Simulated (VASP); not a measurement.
# AlRu (Pm-3m) in VASP: a series of runs

AlRu is run at these levels: PBEsol+D4, RPBE+D4; tasks: single point, relaxation of cell and atoms.

Everything below comes from runs of VASP 6.6.1. Logs are shortened: lines on timing, memory, paths and dates and some standing lists are left out, and cuts for length are marked.

## Step 1: The cell of the first run

The structure is cubic, space group Pm-3m (No. 221). The conventional cell has a = 2.962 Å, b = 2.962 Å, c = 2.962 Å, α = 90.00°, β = 90.00°, γ = 90.00°. Ru (site symmetry m-3m) has 8 Al at 2.57 Å and 6 Ru at 2.96 Å within 3.4 Å. Al (site symmetry m-3m) has 8 Ru at 2.57 Å and 6 Al at 2.96 Å within 3.4 Å.

## Step 2: Single point, PBEsol+D4

Contents of INCAR:

```
SYSTEM = AlRu
  ALGO = Fast
  EDIFF = 1E-6
  ENCUT = 520
  GGA = PS
  ISIF = 2
  ISMEAR = -1
  IVDW = 13
  LASPH = .TRUE.
  LCHARG = .FALSE.
  LREAL = .FALSE.
  LWAVE = .FALSE.
  NBANDS = 16
  NELM = 80
  PREC = Accurate
  SIGMA = 0.05
```

Contents of KPOINTS:

```
k-points
0
G
  9 9 9
  0 0 0
```

Contents of POSCAR:

```
AlRu
1.0
    2.9620935238      0.0000000000      0.0000000000
    0.0000000000      2.9620935238      0.0000000000
    0.0000000000      0.0000000000      2.9620935238
Ru Al
1 1
Direct
    0.5000000000      0.5000000000      0.5000000000
    0.0000000000      0.0000000000      0.0000000000
```

Potentials or basis: VASP PAW PBE potentials, release 64 (Ru_pv, Al).

Started as:

```sh
$ cat potpaw_PBE.64/Ru_pv/POTCAR potpaw_PBE.64/Al/POTCAR > POTCAR
$ mpirun -np 1 vasp_std > vasp.out
```

OUTCAR:

```text
SYSTEM = AlRu
   EDIFF = 1E-6
   ENCUT = 520
   GGA = PS
   ISIF = 2
   ISMEAR = -1
   IVDW = 13
   LASPH = .TRUE.
   LREAL = .FALSE.
   NELM = 80
   PREC = Accurate

 ion  position               nearest neighbor table
   1  0.500  0.500  0.500-   2 2.57   2 2.57   2 2.57   2 2.57   2 2.57   2 2.57   2 2.57   2 2.57

   2  0.000  0.000  0.000-   1 2.57   1 2.57   1 2.57   1 2.57   1 2.57   1 2.57   1 2.57   1 2.57

  LATTYP: Found a simple cubic cell.
 ALAT       =     2.9620935238

  Lattice vectors:

 A1 = (   2.9620935238,   0.0000000000,   0.0000000000)
 A2 = (   0.0000000000,   2.9620935238,   0.0000000000)
 A3 = (   0.0000000000,   0.0000000000,   2.9620935238)

Analysis of symmetry for initial positions (statically):
=====================================================================
 Subroutine PRICEL returns:
 Original cell was already a primitive cell.

 Routine SETGRP: Setting up the symmetry group for a
 simple cubic supercell.

 Subroutine GETGRP returns: Found 48 space group operations
 (whereof 48 operations were pure point group operations)
 out of a pool of 48 trial point group operations.

The static configuration has the point symmetry O_h .

Analysis of symmetry for dynamics (positions and initial velocities):
=====================================================================
 Subroutine PRICEL returns:
 Original cell was already a primitive cell.

 Routine SETGRP: Setting up the symmetry group for a
 simple cubic supercell.

 Subroutine GETGRP returns: Found 48 space group operations
 (whereof 48 operations were pure point group operations)
 out of a pool of 48 trial point group operations.

The dynamic configuration has the point symmetry O_h .

 Subroutine INISYM returns: Found 48 space group operations
 (whereof 48 operations are pure point group operations),
 and found     1 'primitive' translations

----------------------------------------------------------------------------------------

                                     Primitive cell

  volume of cell :      25.9894

  direct lattice vectors                    reciprocal lattice vectors
     2.962093524  0.000000000  0.000000000     0.337599064  0.000000000  0.000000000
     0.000000000  2.962093524  0.000000000     0.000000000  0.337599064  0.000000000
     0.000000000  0.000000000  2.962093524     0.000000000  0.000000000  0.337599064

  length of vectors
     2.962093524  2.962093524  2.962093524     0.337599064  0.337599064  0.337599064

  position of ions in fractional coordinates (direct lattice)
     0.500000000  0.500000000  0.500000000
     0.000000000  0.000000000  0.000000000

  ion indices of the primitive-cell ions
   primitive index   ion index
                 1           1
                 2           2

----------------------------------------------------------------------------------------

 KPOINTS: k-points

Automatic generation of k-mesh.
 Grid dimensions read from file:
 generate k-points for:    9    9    9

 Generating k-lattice:

  Cartesian coordinates                     Fractional coordinates (reciprocal lattice)
     0.037511007  0.000000000  0.000000000     0.111111111  0.000000000  0.000000000
     0.000000000  0.037511007  0.000000000     0.000000000  0.111111111  0.000000000
     0.000000000  0.000000000  0.037511007     0.000000000  0.000000000  0.111111111

  Length of vectors
     0.037511007  0.037511007  0.037511007

  Shift w.r.t. Gamma in fractional coordinates (k-lattice)
     0.000000000  0.000000000  0.000000000

 Subroutine IBZKPT returns following result:
 ===========================================

 Found     35 irreducible k-points:

 Following reciprocal coordinates:
            Coordinates               Weight
  0.000000  0.000000  0.000000      1.000000
  0.111111  0.000000  0.000000      6.000000
  0.222222  0.000000  0.000000      6.000000
  0.333333  0.000000  0.000000      6.000000
  0.444444  0.000000  0.000000      6.000000
  0.111111  0.111111  0.000000     12.000000
[... 16 lines left out ...]
  0.333333  0.333333  0.111111     24.000000
  0.444444  0.333333  0.111111     48.000000
 [... further k-points ...]
   k-points           NKPTS =     35   k-points in BZ     NKDIM =     35   number of bands    NBANDS=     16
   number of dos      NEDOS =    301   number of ions     NIONS =      2
   total plane-waves  NPLWV =  13824
   dimension x,y,z NGX =    24 NGY =   24 NGZ =   24
   dimension x,y,z NGXF=    48 NGYF=   48 NGZF=   48
   ions per type =               1   1
   NGX,Y,Z   is equivalent  to a cutoff of  13.47, 13.47, 13.47 a.u.
   NGXF,Y,Z  is equivalent  to a cutoff of  26.94, 26.94, 26.94 a.u.
 SYSTEM =  AlRu
   PREC   = accura    normal or accurate (medium, high low for compatibility)
   ISTART =      0    job   : 0-new  1-cont  2-samecut
   ICHARG =      2    charge: 1-file 2-atom 10-const
   ISPIN  =      1    spin polarized calculation?
   LNONCOLLINEAR =      F non collinear calculations
   LSORBIT =      F    spin-orbit coupling
   LASPH  =      T    aspherical Exc in radial PAW
   ENCUT  =  520.0 eV  38.22 Ry    6.18 a.u.   5.51  5.51  5.51*2*pi/ulx,y,z
   NELM   =     80;   NELMIN=  2; NELMDL= -5     # of ELM steps
   EDIFF  = 0.1E-05   stopping-criterion for ELM
   LREAL  =      F    real-space projection
   EDIFFG = 0.1E-04   stopping-criterion for IOM
   NSW    =      0    number of steps for IOM
   IBRION =     -1    ionic relax: 0-MD 1-quasi-New 2-CG
   NFREE  =      0    steps in history (QN), initial steepest desc. (CG)
   ISIF   =      2    stress and relaxation
   ISYM   =      2    0-nonsym 1-usesym 2-fastsym
   POTIM  = 0.5000    time-step for ionic-motion
   TEBEG  =    0.0;   TEEND  =   0.0 temperature during run
   PSTRESS=    0.0 pullay stress
   NELECT =      17.0000    total number of electrons
   NUPDOWN=      -1.0000    fix difference up-down
   EMIN   =  10.00;   EMAX   =-10.00  energy-range for DOS
   EFERMI =   0.00;   METHOD = LEGACY
   ISMEAR =    -1;   SIGMA  =   0.05  broadening in eV -4-tet -1-fermi 0-gaus
   EFERMI_NEDOS =   21; number of points for ismear=-14 and -15
   IALGO  =     68    algorithm
   IMIX   =      4    mixing-type and parameters
     AMIX     =   0.40;   BMIX     =  1.00
     AMIX_MAG =   1.60;   BMIX_MAG =  1.00
  volume/ion in A,a.u.               =      12.99        87.69
  Fermi-wavevector in a.u.,A,eV,Ry     =   1.421103  2.685496 27.477443  2.019535
  Thomas-Fermi vector in A             =   2.541948
   LORBIT       =      0    0 simple, 1 ext, 2 COOP (PROOUT), +10 PAW based schemes
   GGA     = PS    functional components
   LHFCALC =     F    Hartree Fock is set to
   AEXX    =    0.0000 exact exchange contribution
   IVDW    =    13    specifies the selected vdW correction
   LEPSILON=     F    determine dielectric tensor
   LRPA    =     F    only Hartree local field effects (RPA)
 non-spin polarized calculation
 RMM-DIIS sequential band-by-band and
  energy-cutoff  :      520.00
  volume of cell :       25.99
 maximum number of plane-waves:       739
 NGX is ok and might be reduce to    24
   NGX = 11   NGY = 11   NGZ = 11

 number of electron      16.9999997 magnetization

 Free energy of the ion-electron system (eV)
  ---------------------------------------------------
  ext. energy  EPLUGINS =         0.00000000
  ---------------------------------------------------
  free energy    TOTEN  =       -15.52154854 eV

  energy without entropy =      -15.50718130  energy(sigma->0) =      -15.51436492

 E-fermi :  10.9392     XC(G=0): -12.8432

 val. band max:       10.9234236102   @ k =   0.4444   0.4444   0.1111
 cond. band min:      10.9429489455   @ k =   0.4444   0.1111   0.1111
 fundamental gap:      0.0195253353
 Fermi energy:        10.9392337460

 k-point     1 :       0.0000    0.0000    0.0000
  band No.  band energies     occupation
      1     -30.7264      2.00000
      2     -30.7264      2.00000
      3     -30.7264      2.00000
      4       1.1628      2.00000
      5       7.2591      2.00000
      6       7.2591      2.00000
[... 8 lines left out ...]
     15      22.9631      0.00000
     16      26.6723      0.00000

 k-point     2 :       0.1111    0.0000    0.0000
  band No.  band energies     occupation
      1     -30.7543      2.00000
      2     -30.7241      2.00000
      3     -30.7241      2.00000
      4       1.4056      2.00000
      5       7.3435      2.00000
      6       7.3445      2.00000
[... 8 lines left out ...]
     15      22.9994      0.00000
     16      27.4307      0.00000

 k-point     3 :       0.2222    0.0000    0.0000
  band No.  band energies     occupation
      1     -30.8245      2.00000
      2     -30.7181      2.00000
      3     -30.7181      2.00000
      4       2.1056      2.00000
      5       7.4270      2.00000
      6       7.5732      2.00000
[... 8 lines left out ...]
     15      23.9297      0.00000
     16      28.3033      0.00000

 k-point     4 :       0.3333    0.0000    0.0000
  band No.  band energies     occupation
      1     -30.9035      2.00000
      2     -30.7113      2.00000
      3     -30.7113      2.00000
      4       3.1835      2.00000
      5       7.0425      2.00000
      6       7.8590      2.00000
[... 8 lines left out ...]
     15      24.4116      0.00000
     16      26.2945      0.00000
[... 324 lines left out ...]
 k-point    22 :       0.4444    0.2222    0.1111
  band No.  band energies     occupation
      1     -30.9389      2.00000
      2     -30.7982      2.00000
      3     -30.7249      2.00000
      4       5.0293      2.00000
      5       6.4701      2.00000
      6       8.4335      2.00000
[... 8 lines left out ...]
     15      23.0548      0.00000
     16      25.1506      0.00000

 k-point    23 :       0.3333    0.3333    0.1111
  band No.  band energies     occupation
      1     -30.8817      2.00000
      2     -30.8776      2.00000
      3     -30.7224      2.00000
      4       4.6449      2.00000
      5       7.2037      2.00000
      6       8.4355      2.00000
[... 8 lines left out ...]
     15      25.7508      0.00000
     16      25.8781      0.00000

 k-point    24 :       0.4444    0.3333    0.1111
  band No.  band energies     occupation
      1     -30.9289      2.00000
      2     -30.8736      2.00000
      3     -30.7177      2.00000
      4       5.0491      2.00000
      5       7.1289      2.00000
      6       8.4116      2.00000
[... 8 lines left out ...]
     15      24.3213      0.00000
     16      24.7866      0.00000

 [... further k-points ...]

------------------------ aborting loop because EDIFF is reached ----------------------------------------

  DFT-D4 for vdW energy calculation

  Edisp (eV):   -0.56507

  FORCE on cell =-STRESS in cart. coord.  units (eV):
  Direction    XX          YY          ZZ          XY          YZ          ZX
  --------------------------------------------------------------------------------------
  -------------------------------------------------------------------------------------
  Total       0.00417     0.00417     0.00417    -0.00000     0.00000    -0.00000
  in kB       0.25684     0.25684     0.25684    -0.00000     0.00000    -0.00000
  external pressure =        0.26 kB  Pullay stress =        0.00 kB

 VOLUME and BASIS-vectors are now :
 -----------------------------------------------------------------------------
  energy-cutoff  :      520.00
  volume of cell :       25.99
      direct lattice vectors                 reciprocal lattice vectors
     2.962093524  0.000000000  0.000000000     0.337599064  0.000000000  0.000000000
     0.000000000  2.962093524  0.000000000     0.000000000  0.337599064  0.000000000
     0.000000000  0.000000000  2.962093524     0.000000000  0.000000000  0.337599064

 POSITION                                       TOTAL-FORCE (eV/Angst)
 -----------------------------------------------------------------------------------
      1.48105      1.48105      1.48105         0.000000      0.000000      0.000000
      0.00000      0.00000      0.00000         0.000000      0.000000      0.000000
 -----------------------------------------------------------------------------------
    total drift:                                0.000000     -0.000000     -0.000000

  FREE ENERGIE OF THE ION-ELECTRON SYSTEM (eV)
  ---------------------------------------------------
  free  energy   TOTEN  =       -16.0866191832 eV

  energy  without entropy=      -16.0722519346  energy(sigma->0) =      -16.07943556
```

Run time: 20 s. Hardware: 1 thread of Intel Xeon 8259CL, shared host; peak memory 0.15 GiB.

What came out:

| Quantity | Value |
| --- | --- |
| Free energy | -16.0866 eV |
| Pressure | 0.0 GPa |
| Band gap on the k mesh | zero (an odd number of electrons rules out a gap without spin polarisation) |
| Dispersion energy per atom | -0.283 eV |

Levels at points of the mesh, in eV from the Fermi level:
```tsv
k point	band 5	band 6	band 7	band 8	band 9	band 10	band 11	band 12	band 13	band 14
(0.00, 0.00, 0.00)	-3.68	-3.68	0.26	0.26	0.26	6.30	6.30	6.30	11.25	11.25
```

Caveat: the PAW data sets were made with another functional, which shifts forces and pressure a little.

## Step 3: Single point, RPBE+D4

This run uses another cell than the first one, of 13.12 Å³/atom.

Contents of INCAR:

```
PREC = Accurate
ENCUT = 520
EDIFF = 1E-6
ISMEAR = -1
SIGMA = 0.05
LREAL = False
LASPH = True
NELM = 60
ALGO = Fast
ISIF = 2
LWAVE = False
LCHARG = False
GGA = RP
IVDW = 13
NBANDS = 16
```

Contents of KPOINTS:

```
Automatic mesh
0
Gamma
  9 9 9
```

Contents of POSCAR:

```
AlRu
1.0
    2.9717099631      0.0000000000      0.0000000000
    0.0000000000      2.9717099631      0.0000000000
    0.0000000000      0.0000000000      2.9717099631
Ru Al
1 1
Direct
    0.5000000000      0.5000000000      0.5000000000
    0.0000000000      0.0000000000      0.0000000000
```

Potentials or basis: VASP PAW PBE potentials, release 64 (Ru_pv, Al).

Started as:

```sh
$ cat potpaw_PBE.64/Ru_pv/POTCAR potpaw_PBE.64/Al/POTCAR > POTCAR
$ mpirun -np 1 vasp_std > vasp.out
```

It took 17 s on 1 thread of Intel Xeon 8259CL, shared host; peak memory 0.14 GiB.

The run converged. Its results:

```yaml
Free_energy: -15.1677 eV
Pressure: -0.2 GPa
Band_gap_on_the_k_mesh: zero (an odd number of electrons rules out a gap without spin polarisation)
Dispersion_energy_per_atom: -0.918 eV
```

Levels at points of the mesh, in eV from the Fermi level:
```tsv
k point	band 6	band 7	band 8	band 9	band 10	band 11	band 12	band 13
(0.00, 0.00, 0.00)	-3.60	0.25	0.25	0.25	6.30	6.30	6.30	11.15
```

Caveat: the PAW data sets were made with another functional, which shifts forces and pressure a little.

## Step 4: Relaxation of cell and atoms, PBEsol+D4

This run uses another cell than the first one, of 13.39 Å³/atom.

Contents of INCAR:

```
SYSTEM = AlRu
ALGO     = Normal         ! electronic algorithm
EDIFF    = 1E-6           ! SCF threshold, eV
EDIFFG   = -0.01          ! ionic threshold
ENCUT    = 600            ! plane-wave cutoff, eV
GGA      = PS             ! functional
IBRION   = 2              ! ionic algorithm
ISIF     = 3              ! what is computed and relaxed
ISMEAR   = -1             ! smearing method
IVDW     = 13             ! dispersion correction
LASPH    = .TRUE.         ! aspherical terms in the spheres
LCHARG   = .FALSE.        ! write CHGCAR
LREAL    = .FALSE.        ! projectors in reciprocal space
LWAVE    = .FALSE.        ! write WAVECAR
NELM     = 80             ! most SCF steps
NSW      = 60             ! ionic steps
PREC     = Accurate       ! precision mode
SIGMA    = 0.05           ! smearing width, eV
```

Contents of KPOINTS:

```
k-points
0
G
  9 9 9
  0 0 0
```

Contents of POSCAR:

```
AlRu
1.0
    2.9916000000      0.0000000000      0.0000000000
    0.0000000000      2.9916000000      0.0000000000
    0.0000000000      0.0000000000      2.9916000000
Ru Al
1 1
Direct
    0.5000000000      0.5000000000      0.5000000000
    0.0000000000      0.0000000000      0.0000000000
```

Started as:

```sh
$ cat potpaw_PBE.64/Ru_pv/POTCAR potpaw_PBE.64/Al/POTCAR > POTCAR
$ mpirun -np 1 vasp_std > vasp.out
```

Wall time 28 s (1 thread of Intel Xeon 8259CL, shared host); peak memory 0.15 GiB.

It converged, with:

```yaml
Free_energy: -16.0873 eV
Relaxed_volume: 13.00 Å³/atom
Relaxed_cell: a = 2.963 Å, b = 2.963 Å, c = 2.963 Å, α = 90.00°, β = 90.00°, γ = 90.00°
Space_group_after_relaxing_to_0.1_Å: Pm-3m (No. 221)
Energy_gained_by_relaxing: 7.9 meV/atom
Ionic_steps: 3
Pressure_after_relaxing: -0.1 GPa
Band_gap_on_the_k_mesh: zero (an odd number of electrons rules out a gap without spin polarisation)
Dispersion_energy_per_atom: -0.282 eV
```

The path:
```csv
step,energy change (eV),largest force (eV/Å),pressure (GPa),volume (Å³)
1,0.0000,0.0000,-6.31,26.77
2,0.0282,0.0000,12.17,24.78
3,-0.0158,0.0000,-0.07,26.01
```

Final structure:
```cif
data_structure
_symmetry_space_group_name_H-M 'P 1'
_symmetry_Int_Tables_number 1
_cell_length_a 2.9627
_cell_length_b 2.9627
_cell_length_c 2.9627
_cell_angle_alpha 90.000
_cell_angle_beta 90.000
_cell_angle_gamma 90.000
_cell_volume 26.01
loop_
_atom_site_label
_atom_site_type_symbol
_atom_site_fract_x
_atom_site_fract_y
_atom_site_fract_z
_atom_site_occupancy
Ru1 Ru 0.50000 0.50000 0.50000 1
Al1 Al 0.00000 0.00000 0.00000 1
```

Levels at points of the mesh, in eV from the Fermi level:
| k point | band 6 | band 7 | band 8 | band 9 | band 10 | band 11 | band 12 |
| --- | --- | --- | --- | --- | --- | --- | --- |
| (0.00, 0.00, 0.00) | -3.68 | 0.26 | 0.26 | 0.26 | 6.30 | 6.30 | 6.30 |

Caveat: the PAW data sets were made with another functional, which shifts forces and pressure a little.

## Step 5: Overview

| task | level | cell | cutoff (eV) | gap on the mesh (eV) | pressure (GPa) |
| --- | --- | --- | --- | --- | --- |
| single point | PBEsol+D4 | a = 2.962 Å, 2 atoms | 520 | none | 0.0 |
| single point | RPBE+D4 | a = 2.972 Å, 2 atoms | 520 | none | -0.2 |
| relaxation of cell and atoms | PBEsol+D4 | relaxed from a = 2.992 Å, 2 atoms | 600 | none | -0.1 |

Alike in all rows: potentials or basis VASP PAW PBE potentials, release 64 (Ru_pv, Al); no spin polarisation; k mesh 9 × 9 × 9; smearing fermi-dirac 0.05 eV.

Caveats: the PAW data sets were made with another functional, which shifts forces and pressure a little.

Total energies depend on the potentials used, so only differences within one code and one set of settings carry meaning.
